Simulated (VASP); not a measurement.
# C (P-1) in VASP: single point with LDA

Aim: the single point of C with LDA.

Everything below comes from runs of VASP 6.6.1. Logs are shortened: lines on timing, memory, paths and dates and some standing lists are left out, and cuts for length are marked.

## Step 1: The cell of the first run

The typed cell holds 8 atoms: a = 2.444 Å, b = 2.444 Å, c = 13.509 Å, α = 84.81°, β = 86.54°, γ = 60.03°.

## Step 2: Single point, LDA

INCAR reads:

```
SYSTEM = C
ALGO = Normal
EDIFF = 1E-6
ENCUT = 520
ISIF = 2
ISMEAR = 0
LASPH = .True.
LCHARG = .False.
LREAL = .False.
LWAVE = .False.
NBANDS = 26
NELM = 100
PREC = Accurate
SIGMA = 0.03
```

KPOINTS reads:

```
k-points
0
Gamma
  15 15 3
  0 0 0
```

POSCAR reads:

```
C
1.0
   -1.2226660053     -2.1164534110      0.0000000000
    1.2226660053     -2.1164534110      0.0000000000
    0.4075553351     -1.1758074506     13.4515291704
C
8
Direct
    0.3194075448      0.2777408781      0.1250000000
    0.7916297670      0.6666297670      0.3750000000
    0.2638519893      0.0555186559      0.6250000000
    0.7360742115      0.4444075448      0.8750000000
    0.6528146774      0.6111480107      0.1250000000
    0.1250368996      0.0000368996      0.3750000000
    0.5972591219      0.3889257885      0.6250000000
    0.0694813441     -0.2221853226      0.8750000000
```

Potentials or basis: VASP PAW LDA potentials, release 64 (C).

The run is started by

```bash
cat potpaw_LDA.64/C/POTCAR > POTCAR
mpirun -np 1 vasp_std > vasp.out
```

OUTCAR:

```text
SYSTEM = C
   EDIFF = 1E-6
   ENCUT = 520
   ISIF = 2
   ISMEAR = 0
   LASPH = .True.
   LREAL = .False.
   NELM = 100
   PREC = Accurate

 ion  position               nearest neighbor table
   1  0.319  0.278  0.125-   5 1.41   5 1.41   5 1.41
   2  0.792  0.667  0.375-   6 1.41   6 1.41   6 1.41
   3  0.264  0.056  0.625-   7 1.41   7 1.41   7 1.41
   4  0.736  0.444  0.875-   8 1.41   8 1.41   8 1.41
   5  0.653  0.611  0.125-   1 1.41   1 1.41   1 1.41
   6  0.125  0.000  0.375-   2 1.41   2 1.41   2 1.41
   7  0.597  0.389  0.625-   3 1.41   3 1.41   3 1.41
   8  0.069  0.778  0.875-   4 1.41   4 1.41   4 1.41

  LATTYP: Found a triclinic cell.
 ALAT       =     2.4453320106
 B/A-ratio  =     0.9995515921
 C/A-ratio  =     5.5544870781
 COS(alpha) =     0.0000717752
 COS(beta)  =     0.1200230836
 COS(gamma) =     0.5002243045

  Lattice vectors:

 A1 = (  -2.4453320106,   0.0000000000,   0.0000000000)
 A2 = (  -1.2226660053,   2.1164534110,   0.0000000000)
 A3 = (  -1.6302213404,  -0.9406459604, -13.4515291704)

Analysis of symmetry for initial positions (statically):
=====================================================================
 Subroutine PRICEL returns:
 Original cell was already a primitive cell.

 Routine SETGRP: Setting up the symmetry group for a
 triclinic supercell.

 Subroutine GETGRP returns: Found  2 space group operations
 (whereof  1 operations were pure point group operations)
 out of a pool of  2 trial point group operations.

The static configuration has the point symmetry C_1 .
 The point group associated with its full space group is S_2 .

Analysis of symmetry for dynamics (positions and initial velocities):
=====================================================================
 Subroutine PRICEL returns:
 Original cell was already a primitive cell.

 Routine SETGRP: Setting up the symmetry group for a
 triclinic supercell.

 Subroutine GETGRP returns: Found  2 space group operations
 (whereof  1 operations were pure point group operations)
 out of a pool of  2 trial point group operations.

The dynamic configuration has the point symmetry C_1 .
 The point group associated with its full space group is S_2 .

 Subroutine INISYM returns: Found  2 space group operations
 (whereof  1 operations are pure point group operations),
 and found     1 'primitive' translations

----------------------------------------------------------------------------------------

                                     Primitive cell

  volume of cell :      69.6175

  direct lattice vectors                    reciprocal lattice vectors
    -1.222666005 -2.116453411  0.000000000    -0.408942424 -0.236244274 -0.008260110
     1.222666005 -2.116453411  0.000000000     0.408942424 -0.236244274 -0.033040440
     0.407555335 -1.175807451 13.451529170     0.000000000  0.000000000  0.074340990

  length of vectors
     2.444235504  2.444235504 13.508969670     0.472348910  0.473431023  0.074340990

  position of ions in fractional coordinates (direct lattice)
     0.319407545  0.277740878  0.125000000
     0.791629767  0.666629767  0.375000000
     0.263851989  0.055518656  0.625000000
     0.736074211  0.444407545  0.875000000
     0.652814677  0.611148011  0.125000000
     0.125036900  0.000036900  0.375000000
     0.597259122  0.388925789  0.625000000
     0.069481344  0.777814677  0.875000000

  ion indices of the primitive-cell ions
   primitive index   ion index
                 1           1
                 2           2
                 3           3
                 4           4
                 5           5
                 6           6
                 7           7
                 8           8

----------------------------------------------------------------------------------------

 KPOINTS: k-points

Automatic generation of k-mesh.
 Grid dimensions read from file:
 generate k-points for:   15   15    3

 Generating k-lattice:

  Cartesian coordinates                     Fractional coordinates (reciprocal lattice)
    -0.027262828 -0.015749618 -0.000550674     0.066666667  0.000000000  0.000000000
     0.027262828 -0.015749618 -0.002202696     0.000000000  0.066666667  0.000000000
     0.000000000  0.000000000  0.024780330     0.000000000  0.000000000  0.333333333

  Length of vectors
     0.031489927  0.031562068  0.024780330

  Shift w.r.t. Gamma in fractional coordinates (k-lattice)
     0.000000000  0.000000000  0.000000000

 Subroutine IBZKPT returns following result:
 ===========================================

 Found    338 irreducible k-points:

 Following reciprocal coordinates:
            Coordinates               Weight
  0.000000  0.000000  0.000000      1.000000
  0.066667 -0.000000  0.000000      2.000000
  0.133333 -0.000000  0.000000      2.000000
  0.200000 -0.000000  0.000000      2.000000
  0.266667 -0.000000  0.000000      2.000000
  0.333333 -0.000000 -0.000000      2.000000
[... 16 lines left out ...]
 -0.066667  0.066667  0.000000      2.000000
 -0.000000  0.133333  0.000000      2.000000
 [... further k-points ...]
   k-points           NKPTS =    338   k-points in BZ     NKDIM =    338   number of bands    NBANDS=     26
   number of dos      NEDOS =    301   number of ions     NIONS =      8
   total plane-waves  NPLWV =  32400
   dimension x,y,z NGX =    18 NGY =   18 NGZ =  100
   dimension x,y,z NGXF=    36 NGYF=   36 NGZF=  200
   ions per type =               8
   NGX,Y,Z   is equivalent  to a cutoff of  12.24, 12.24, 12.31 a.u.
   NGXF,Y,Z  is equivalent  to a cutoff of  24.49, 24.49, 24.61 a.u.
 SYSTEM =  C
   PREC   = accura    normal or accurate (medium, high low for compatibility)
   ISTART =      0    job   : 0-new  1-cont  2-samecut
   ICHARG =      2    charge: 1-file 2-atom 10-const
   ISPIN  =      1    spin polarized calculation?
   LNONCOLLINEAR =      F non collinear calculations
   LSORBIT =      F    spin-orbit coupling
   LASPH  =      T    aspherical Exc in radial PAW
   ENCUT  =  520.0 eV  38.22 Ry    6.18 a.u.   4.54  4.54 25.12*2*pi/ulx,y,z
   NELM   =    100;   NELMIN=  2; NELMDL= -5     # of ELM steps
   EDIFF  = 0.1E-05   stopping-criterion for ELM
   LREAL  =      F    real-space projection
   EDIFFG = 0.1E-04   stopping-criterion for IOM
   NSW    =      0    number of steps for IOM
   IBRION =     -1    ionic relax: 0-MD 1-quasi-New 2-CG
   NFREE  =      0    steps in history (QN), initial steepest desc. (CG)
   ISIF   =      2    stress and relaxation
   ISYM   =      2    0-nonsym 1-usesym 2-fastsym
   POTIM  = 0.5000    time-step for ionic-motion
   TEBEG  =    0.0;   TEEND  =   0.0 temperature during run
   PSTRESS=    0.0 pullay stress
   NELECT =      32.0000    total number of electrons
   NUPDOWN=      -1.0000    fix difference up-down
   EMIN   =  10.00;   EMAX   =-10.00  energy-range for DOS
   EFERMI =   0.00;   METHOD = LEGACY
   ISMEAR =     0;   SIGMA  =   0.03  broadening in eV -4-tet -1-fermi 0-gaus
   EFERMI_NEDOS =   21; number of points for ismear=-14 and -15
   IALGO  =     38    algorithm
   IMIX   =      4    mixing-type and parameters
     AMIX     =   0.40;   BMIX     =  1.00
     AMIX_MAG =   1.60;   BMIX_MAG =  1.00
  volume/ion in A,a.u.               =       8.70        58.73
  Fermi-wavevector in a.u.,A,eV,Ry     =   1.263433  2.387541 21.718463  1.596262
  Thomas-Fermi vector in A             =   2.396790
   LORBIT       =      0    0 simple, 1 ext, 2 COOP (PROOUT), +10 PAW based schemes
   GGA     = CA    functional components
   LHFCALC =     F    Hartree Fock is set to
   AEXX    =    0.0000 exact exchange contribution
   IVDW    =     0    specifies the selected vdW correction
   LEPSILON=     F    determine dielectric tensor
   LRPA    =     F    only Hartree local field effects (RPA)
 non-spin polarized calculation
 Gauss-broadening in eV      SIGMA  =   0.03
  energy-cutoff  :      520.00
  volume of cell :       69.62
 maximum number of plane-waves:      1906
   NGX =  9   NGY =  9   NGZ = 51

 number of electron      32.0000005 magnetization

 Free energy of the ion-electron system (eV)
  ---------------------------------------------------
  ext. energy  EPLUGINS =         0.00000000
  ---------------------------------------------------
  free energy    TOTEN  =       -80.87945431 eV

  energy without entropy =      -80.87944043  energy(sigma->0) =      -80.87944737

 E-fermi :   4.6760     XC(G=0): -10.7878

 val. band max:        4.6306020475   @ k =  -0.3333   0.3333   0.3333
 cond. band min:       4.7235279844   @ k =  -0.3333   0.3333   0.3333
 fundamental gap:      0.0929259369
 Fermi energy:         4.6759677951

 k-point     1 :       0.0000    0.0000    0.0000
  band No.  band energies     occupation
      1     -14.9443      2.00000
      2     -14.7937      2.00000
      3     -14.7936      2.00000
      4     -14.6321      2.00000
      5      -4.0583      2.00000
      6      -3.1502      2.00000
[... 18 lines left out ...]
     25      13.1710      0.00000
     26      13.1891      0.00000

 k-point     2 :       0.0667   -0.0000    0.0000
  band No.  band energies     occupation
      1     -14.8373      2.00000
      2     -14.6894      2.00000
      3     -14.6858      2.00000
      4     -14.5272      2.00000
      5      -3.9264      2.00000
      6      -3.0334      2.00000
[... 18 lines left out ...]
     25      13.6121      0.00000
     26      13.6127      0.00000

 k-point     3 :       0.1333   -0.0000    0.0000
  band No.  band energies     occupation
      1     -14.5169      2.00000
      2     -14.3737      2.00000
      3     -14.3666      2.00000
      4     -14.2131      2.00000
      5      -3.5324      2.00000
      6      -2.6618      2.00000
[... 572 lines left out ...]
 k-point    23 :      -0.0667    0.0667    0.0000
  band No.  band energies     occupation
      1     -14.6236      2.00000
      2     -14.4813      2.00000
      3     -14.4706      2.00000
      4     -14.3179      2.00000
      5      -3.6631      2.00000
      6      -2.8002      2.00000
[... 18 lines left out ...]
     25      14.3066      0.00000
     26      14.3616      0.00000

 k-point    24 :      -0.0000    0.1333    0.0000
  band No.  band energies     occupation
      1     -14.5164      2.00000
      2     -14.3843      2.00000
      3     -14.3560      2.00000
      4     -14.2138      2.00000
      5      -3.5293      2.00000
      6      -2.7287      2.00000
[... 18 lines left out ...]
     25      14.8690      0.00000
     26      14.8827      0.00000

 [... further k-points ...]

------------------------ aborting loop because EDIFF is reached ----------------------------------------

  FORCE on cell =-STRESS in cart. coord.  units (eV):
  Direction    XX          YY          ZZ          XY          YZ          ZX
  --------------------------------------------------------------------------------------
  -------------------------------------------------------------------------------------
  Total        0.5821948      0.6563687     -0.0734767      0.0187522      0.0297007      0.0059399
  in kB       13.3986388     15.1056793     -1.6909934      0.4315632      0.6835326      0.1367018
  external PRESSURE =       8.9377749 kB  Pullay stress =       0.0000000 kB

 VOLUME and BASIS-vectors are now :
 -----------------------------------------------------------------------------
  energy-cutoff  :      520.00
  volume of cell :       69.62
      direct lattice vectors                 reciprocal lattice vectors
    -1.222666005 -2.116453411  0.000000000    -0.408942424 -0.236244274 -0.008260110
     1.222666005 -2.116453411  0.000000000     0.408942424 -0.236244274 -0.033040440
     0.407555335 -1.175807451 13.451529170     0.000000000  0.000000000  0.074340990

 POSITION                                       TOTAL-FORCE (eV/Angst)
 -----------------------------------------------------------------------------------
     -0.00000     -1.41081      1.68144         0.002870      0.000053      0.006275
     -0.00000     -3.52727      5.04432         0.000321     -0.003352      0.001082
     -0.00000     -1.41081      8.40721         0.000223     -0.003109      0.002858
     -0.00000     -3.52727     11.77009        -0.000171     -0.013509      0.003154
     -0.00000     -2.82209      1.68144         0.000171      0.013509     -0.003154
      0.00000     -0.70564      5.04432        -0.000223      0.003109     -0.002858
     -0.00000     -2.82209      8.40721        -0.000321      0.003352     -0.001082
      1.22267     -2.82209     11.77009        -0.002870     -0.000053     -0.006275
 -----------------------------------------------------------------------------------
    total drift:                                0.000000     -0.000000     -0.000000

  FREE ENERGIE OF THE ION-ELECTRON SYSTEM (eV)
  ---------------------------------------------------
  free  energy   TOTEN  =       -80.8794543090 eV

  energy  without entropy=      -80.8794404283  energy(sigma->0) =      -80.87944737
```

Run time: 6.8 min. Hardware: 1 thread of Intel Xeon Platinum 8488C (Sapphire Rapids), shared host; peak memory 0.45 GiB.

What came out:

```
Free energy            : -80.8795 eV
Pressure               : 0.9 GPa
Largest force          : 0.014 eV/Å
Band gap on the k mesh : 0.09 eV, direct
```

Forces in eV/Å, atoms in the order of the input:
```
C    0.003  0.000  0.006
C    0.000 -0.003  0.001
C    0.000 -0.003  0.003
C    0.000 -0.014  0.003
C    0.000  0.014 -0.003
C    0.000  0.003 -0.003
C    0.000  0.003 -0.001
C   -0.003  0.000 -0.006
```

Stress tensor (GPa, compression positive):
```
 1.34  0.04  0.01
 0.04  1.51  0.07
 0.01  0.07 -0.17
```

A k mesh can miss the band edges.
